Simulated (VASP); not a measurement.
# Lu (Fm-3m) in VASP: further runs

Lu is run at these levels: PBE; tasks: single point.

All numbers are computed with VASP 6.6.1; they aren't measurements. Logs are shortened: lines on timing, memory, paths and dates and some standing lists are left out, and cuts for length are marked.

## 1. The cell of the first run

Symmetry: Fm-3m, No. 225, cubic system. Conventional cell: a = 4.859 Å, b = 4.859 Å, c = 4.859 Å, α = 90.00°, β = 90.00°, γ = 90.00°. Within 4.5 Å of Lu (site symmetry m-3m) lie 12 Lu at 3.44 Å.

This isn't the form of Lu at room conditions, which is hcp.

## 2. Single point, PBE, non-collinear spin, zero start, spin-orbit coupling

INCAR reads:

```
SYSTEM = Lu
ALGO     = Normal         ! electronic algorithm
EDIFF    = 1E-6           ! SCF threshold, eV
ENCUT    = 520            ! plane-wave cutoff, eV
GGA      = PE             ! functional
GGA_COMPAT= .FALSE.      
ISIF     = 2              ! what is computed and relaxed
ISMEAR   = 0              ! smearing method
LASPH    = .TRUE.         ! aspherical terms in the spheres
LCHARG   = .FALSE.        ! write CHGCAR
LORBIT   = 11             ! projections on sites
LORBMOM  = .TRUE.       
LREAL    = .FALSE.        ! projectors in reciprocal space
LSORBIT  = .TRUE.         ! spin-orbit coupling
LWAVE    = .FALSE.        ! write WAVECAR
MAGMOM   = 0 0 0          ! initial moments
NBANDS   = 36             ! bands
NELM     = 150            ! most SCF steps
PREC     = Accurate       ! precision mode
SIGMA    = 0.05           ! smearing width, eV
```

KPOINTS reads:

```
k-points
0
G
  16 16 16
  0 0 0
```

POSCAR reads:

```
Lu
1.0
    0.0000000000      2.4295136570      2.4295136570
    2.4295136570      0.0000000000      2.4295136570
    2.4295136570      2.4295136570      0.0000000000
Lu
1
Direct
    0.0000000000      0.0000000000      0.0000000000
```

Potentials or basis: VASP PAW PBE potentials, release 64 (Lu).

On the command line:

```console
> cat potpaw_PBE.64/Lu/POTCAR > POTCAR
> mpirun -np 1 vasp_ncl > vasp.out
```

OUTCAR:

```text
SYSTEM = Lu
   EDIFF = 1E-6
   ENCUT = 520
   GGA = PE
   ISIF = 2
   ISMEAR = 0
   LASPH = .TRUE.
   LORBIT = 11
   LREAL = .FALSE.
   LSORBIT = .TRUE.
   NELM = 150
   PREC = Accurate

 ion  position               nearest neighbor table
   1  0.000  0.000  0.000-

  LATTYP: Found a face centered cubic cell.
 ALAT       =     4.8590273140

  Lattice vectors:

 A1 = (   0.0000000000,   2.4295136570,   2.4295136570)
 A2 = (   2.4295136570,   0.0000000000,   2.4295136570)
 A3 = (   2.4295136570,   2.4295136570,   0.0000000000)

Analysis of symmetry for initial positions (statically):
=====================================================================
 Subroutine PRICEL returns:
 Original cell was already a primitive cell.

 Routine SETGRP: Setting up the symmetry group for a
 face centered cubic supercell.

 Subroutine GETGRP returns: Found 48 space group operations
 (whereof 48 operations were pure point group operations)
 out of a pool of 48 trial point group operations.

The static configuration has the point symmetry O_h .

Analysis of symmetry for dynamics (positions and initial velocities):
=====================================================================
 Subroutine PRICEL returns:
 Original cell was already a primitive cell.

 Routine SETGRP: Setting up the symmetry group for a
 face centered cubic supercell.

 Subroutine GETGRP returns: Found 48 space group operations
 (whereof 48 operations were pure point group operations)
 out of a pool of 48 trial point group operations.

The dynamic configuration has the point symmetry O_h .

Analysis of structural, dynamic, and magnetic symmetry:
=====================================================================
 Subroutine PRICEL returns:
 Original cell was already a primitive cell.

 Routine SETGRP: Setting up the symmetry group for a
 face centered cubic supercell.

 Subroutine GETGRP returns: Found 48 space group operations
 (whereof 48 operations were pure point group operations)
 out of a pool of 48 trial point group operations.

The overall configuration has the point symmetry O_h .

 Subroutine INISYM returns: Found 48 space group operations
 (whereof 48 operations are pure point group operations),
 and found     1 'primitive' translations

----------------------------------------------------------------------------------------

                                     Primitive cell

  volume of cell :      28.6806

  direct lattice vectors                    reciprocal lattice vectors
     0.000000000  2.429513657  2.429513657    -0.205802506  0.205802506  0.205802506
     2.429513657  0.000000000  2.429513657     0.205802506 -0.205802506  0.205802506
     2.429513657  2.429513657  0.000000000     0.205802506  0.205802506 -0.205802506

  length of vectors
     3.435851164  3.435851164  3.435851164     0.356460397  0.356460397  0.356460397

  position of ions in fractional coordinates (direct lattice)
     0.000000000  0.000000000  0.000000000

  ion indices of the primitive-cell ions
   primitive index   ion index
                 1           1

----------------------------------------------------------------------------------------

 KPOINTS: k-points

Automatic generation of k-mesh.
 Grid dimensions read from file:
 generate k-points for:   16   16   16

 Generating k-lattice:

  Cartesian coordinates                     Fractional coordinates (reciprocal lattice)
    -0.012862657  0.012862657  0.012862657     0.062500000  0.000000000  0.000000000
     0.012862657 -0.012862657  0.012862657     0.000000000  0.062500000  0.000000000
     0.012862657  0.012862657 -0.012862657     0.000000000  0.000000000  0.062500000

[... 56 lines left out ...]
   EDIFF  = 0.1E-05   stopping-criterion for ELM
   LREAL  =      F    real-space projection
   EDIFFG = 0.1E-04   stopping-criterion for IOM
   NSW    =      0    number of steps for IOM
   IBRION =     -1    ionic relax: 0-MD 1-quasi-New 2-CG
   NFREE  =      0    steps in history (QN), initial steepest desc. (CG)
   ISIF   =      2    stress and relaxation
   ISYM   =      2    0-nonsym 1-usesym 2-fastsym
   POTIM  = 0.5000    time-step for ionic-motion
   TEBEG  =    0.0;   TEEND  =   0.0 temperature during run
   PSTRESS=    0.0 pullay stress
   NELECT =      25.0000    total number of electrons
   NUPDOWN=      -1.0000    fix difference up-down
   EMIN   =  10.00;   EMAX   =-10.00  energy-range for DOS
   EFERMI =   0.00;   METHOD = LEGACY
   ISMEAR =     0;   SIGMA  =   0.05  broadening in eV -4-tet -1-fermi 0-gaus
   EFERMI_NEDOS =   21; number of points for ismear=-14 and -15
   IALGO  =     38    algorithm
   IMIX   =      4    mixing-type and parameters
     AMIX     =   0.40;   BMIX     =  1.00
     AMIX_MAG =   1.60;   BMIX_MAG =  1.00
  volume/ion in A,a.u.               =      28.68       193.55
  Fermi-wavevector in a.u.,A,eV,Ry     =   1.563839  2.955228 33.274323  2.445594
  Thomas-Fermi vector in A             =   2.666551
   LORBIT       =     11    0 simple, 1 ext, 2 COOP (PROOUT), +10 PAW based schemes
   GGA     = PE    functional components
   LHFCALC =     F    Hartree Fock is set to
   AEXX    =    0.0000 exact exchange contribution
   IVDW    =     0    specifies the selected vdW correction
   LEPSILON=     F    determine dielectric tensor
   LRPA    =     F    only Hartree local field effects (RPA)
 Gauss-broadening in eV      SIGMA  =   0.05
  energy-cutoff  :      520.00
  volume of cell :       28.68
 maximum number of plane-waves:      1574
 NGX is ok and might be reduce to    28
   NGX = 13   NGY = 13   NGZ = 13

 number of electron      25.0000005 magnetization       0.0000000     -0.0000000      0.0000000

 number of electron      25.0000005 magnetization       0.0000000     -0.0000000     -0.0000000

 number of electron      25.0000005 magnetization       0.0000000      0.0000000      0.0000000

 number of electron      25.0000005 magnetization      -0.0000000     -0.0000000     -0.0000000

 Free energy of the ion-electron system (eV)
  ---------------------------------------------------
  ext. energy  EPLUGINS =         0.00000000
  ---------------------------------------------------
  free energy    TOTEN  =        -5.20859992 eV

  energy without entropy =       -5.20615978  energy(sigma->0) =       -5.20737985

 E-fermi :   2.3325     XC(G=0): -10.7394

 val. band max:        2.3217582549   @ k =  -0.4375   0.3750   0.1875
 cond. band min:       2.3333353089   @ k =   0.4375   0.2500   0.0625
 fundamental gap:      0.0115770540
 Fermi energy:         2.3324732338

 k-point     1 :       0.0000    0.0000    0.0000
  band No.  band energies     occupation
      1     -53.9008      1.00000
      2     -53.9008      1.00000
      3     -28.6447      1.00000
      4     -28.6447      1.00000
      5     -22.2989      1.00000
      6     -22.2989      1.00000
[... 925 lines left out ...]
     35      13.3405      0.00000
     36      13.3405      0.00000

 [... further k-points ...]

------------------------ aborting loop because EDIFF is reached ----------------------------------------

  FORCE on cell =-STRESS in cart. coord.  units (eV):
  Direction    XX          YY          ZZ          XY          YZ          ZX
  --------------------------------------------------------------------------------------
  -------------------------------------------------------------------------------------
  Total        0.0075708      0.0075708      0.0075708      0.0000000     -0.0000000     -0.0000000
  in kB        0.4229271      0.4229271      0.4229271      0.0000000     -0.0000000     -0.0000000
  external PRESSURE =       0.4229271 kB  Pullay stress =       0.0000000 kB

 VOLUME and BASIS-vectors are now :
 -----------------------------------------------------------------------------
  energy-cutoff  :      520.00
  volume of cell :       28.68
      direct lattice vectors                 reciprocal lattice vectors
     0.000000000  2.429513657  2.429513657    -0.205802506  0.205802506  0.205802506
     2.429513657  0.000000000  2.429513657     0.205802506 -0.205802506  0.205802506
     2.429513657  2.429513657  0.000000000     0.205802506  0.205802506 -0.205802506

 POSITION                                       TOTAL-FORCE (eV/Angst)
 -----------------------------------------------------------------------------------
      0.00000      0.00000      0.00000         0.000000      0.000000     -0.000000
 -----------------------------------------------------------------------------------
    total drift:                               -0.000000     -0.000000     -0.000000

  FREE ENERGIE OF THE ION-ELECTRON SYSTEM (eV)
  ---------------------------------------------------
  free  energy   TOTEN  =        -5.2085999246 eV

  energy  without entropy=       -5.2061597800  energy(sigma->0) =       -5.20737985

 orbital moment (x)

 # of ion     p       d       f       tot
 ------------------------------------------------
  1         0.000   0.000   0.000   0.000
 ------------------------------------------------
            0.000   0.000   0.000   0.000

 orbital moment (y)

 # of ion     p       d       f       tot
 ------------------------------------------------
  1        -0.000  -0.000   0.000   0.000
 ------------------------------------------------
           -0.000  -0.000   0.000   0.000

 orbital moment (z)

 # of ion     p       d       f       tot
 ------------------------------------------------
  1         0.000   0.000   0.000   0.000
 ------------------------------------------------
            0.000   0.000   0.000   0.000

 Spin-Orbit-Coupling matrix elements

 Ion:    1  E_soc:     -1.4476307
 l=   1
     0.0000000    -0.2330790    -0.2330790
    -0.2330790     0.0000000    -0.2330790
    -0.2330790    -0.2330790     0.0000000
 l=   2
     0.0000000    -0.0001657     0.0000000    -0.0001657    -0.0020089
    -0.0001657     0.0000000    -0.0015067    -0.0001657    -0.0005022
     0.0000000    -0.0015067     0.0000000    -0.0015067     0.0000000
    -0.0001657    -0.0001657    -0.0015067     0.0000000    -0.0005022
    -0.0020089    -0.0005022     0.0000000    -0.0005022     0.0000000
 l=   3
     0.0000000    -0.0006701     0.0000000     0.0000000     0.0000000    -0.0006420    -0.0037940
    -0.0006701     0.0000000    -0.0011169     0.0000000    -0.0011169    -0.0017871    -0.0006701
     0.0000000    -0.0011169     0.0000000    -0.0025255    -0.0004370    -0.0010635     0.0000000
     0.0000000     0.0000000    -0.0025255     0.0000000    -0.0025255     0.0000000     0.0000000
     0.0000000    -0.0011169    -0.0004370    -0.0025255     0.0000000    -0.0010635     0.0000000
    -0.0006420    -0.0017871    -0.0010635     0.0000000    -0.0010635     0.0000000    -0.0006420
    -0.0037940    -0.0006701     0.0000000     0.0000000     0.0000000    -0.0006420     0.0000000

 total charge

# of ion       s       p       d       f       tot
--------------------------------------------------
    1        2.359   6.048   0.815  13.951  23.174

 magnetization (x)

# of ion       s       p       d       f       tot
--------------------------------------------------
    1        0.000   0.000  -0.000  -0.000  -0.000

 magnetization (y)

# of ion       s       p       d       f       tot
--------------------------------------------------
    1       -0.000  -0.000  -0.000  -0.000  -0.000

 magnetization (z)

# of ion       s       p       d       f       tot
--------------------------------------------------
    1        0.000   0.000   0.000  -0.000   0.000
```

It took 4.3 min on 1 thread of Intel Xeon 6975P-C (Granite Rapids), shared host; peak memory 0.4 GiB.

Results:

```yaml
Free_energy: -5.2086 eV
Pressure: 0.0 GPa
Net_moment: 0.00 μB per cell
Valence_electrons_inside_the_program's_atomic_spheres: Lu 23.17
```

Moments on the atoms (μB; x, y, z):
```
Lu  0.00 0.00 0.00
```

## 3. Single point, PBE

This run uses another cell than the first one, of 29.68 Å³/atom.

INCAR reads:

```
SYSTEM = Lu
PREC = Accurate ; ENCUT = 520
EDIFF = 1E-6 ; ISMEAR = 0
SIGMA = 0.05 ; LREAL = .False.
LASPH = .True. ; NELM = 100
ALGO = Normal ; ISIF = 2
LWAVE = .False. ; LCHARG = .False.
GGA = PE ; NBANDS = 18
```

KPOINTS reads:

```
Automatic mesh
0
Gamma
  8 8 8
  0 0 0
```

POSCAR reads:

```
Lu
1.0
    0.0000000000      2.4573884971      2.4573884971
    2.4573884971      0.0000000000      2.4573884971
    2.4573884971      2.4573884971      0.0000000000
Lu
1
Direct
    0.0000000000      0.0000000000      0.0000000000
```

Potentials or basis: VASP PAW PBE potentials, release 64 (Lu).

On the command line:

```console
> cat potpaw_PBE.64/Lu/POTCAR > POTCAR
> mpirun -np 1 vasp_std > vasp.out
```

Run time: 11 s. Hardware: 1 thread of Intel Xeon 6975P-C (Granite Rapids), shared host; peak memory 0.17 GiB.

It converged, with:

* Free energy: -4.4762 eV
* Pressure: -1.3 GPa
* Band gap on the k mesh: zero (an odd number of electrons rules out a gap without spin polarisation)

Levels at points of the mesh, in eV from the Fermi level:
```tsv
k point	band 8	band 9	band 10	band 11	band 12	band 13	band 14	band 15	band 16	band 17
(0.00, 0.00, 0.00)	-5.03	-5.03	-4.96	-4.96	-4.96	2.21	2.21	2.21	4.54	4.54
(0.50, 0.00, 0.00)	-4.99	-4.97	-4.97	-4.95	-2.58	0.24	2.00	2.00	6.25	6.25
(0.50, 0.50, 0.00)	-5.00	-4.99	-4.99	-4.98	-2.00	-0.79	1.80	6.27	6.76	6.76
```

Caveat: spin-orbit coupling is left out, which moves the levels of the heavy elements.

## 4. Single point, PBE, non-collinear spin, zero start, spin-orbit coupling (28.68 Å³/atom)

INCAR reads:

```
SYSTEM = Lu
PREC = Accurate
ENCUT = 520
EDIFF = 1E-6
ISMEAR = 0
SIGMA = 0.05
LREAL = .False.
LASPH = .True.
NELM = 150
ALGO = Normal
ISIF = 2
LWAVE = .False.
LCHARG = .False.
MAGMOM = 0 0 0
LORBIT = 11
LSORBIT = .True.
GGA_COMPAT = .False.
LORBMOM = .True.
GGA = PE
NBANDS = 36
```

KPOINTS reads:

```
regular mesh
0
Gamma
  16 16 16
  0 0 0
```

POSCAR reads:

```
Lu
1.0
    0.0000000000      2.4295136570      2.4295136570
    2.4295136570      0.0000000000      2.4295136570
    2.4295136570      2.4295136570      0.0000000000
Lu
1
Direct
    0.0000000000      0.0000000000      0.0000000000
```

On the command line:

```console
> cat potpaw_PBE.64/Lu/POTCAR > POTCAR
> mpirun -np 1 vasp_ncl > vasp.out
```

Run time: 5.1 min. Hardware: 1 thread of Intel Xeon 6975P-C (Granite Rapids), shared host; peak memory 0.4 GiB.

The run converged. Its results:

```yaml
Free_energy: -5.2086 eV
Pressure: 0.0 GPa
Net_moment: 0.00 μB per cell
Valence_electrons_inside_the_program's_atomic_spheres: Lu 23.17
```

Moments on the atoms (μB; x, y, z):
```
Lu  0.00 0.00 0.00
```

The gap in the log of VASP goes by the Fermi energy; the results here count the filled bands.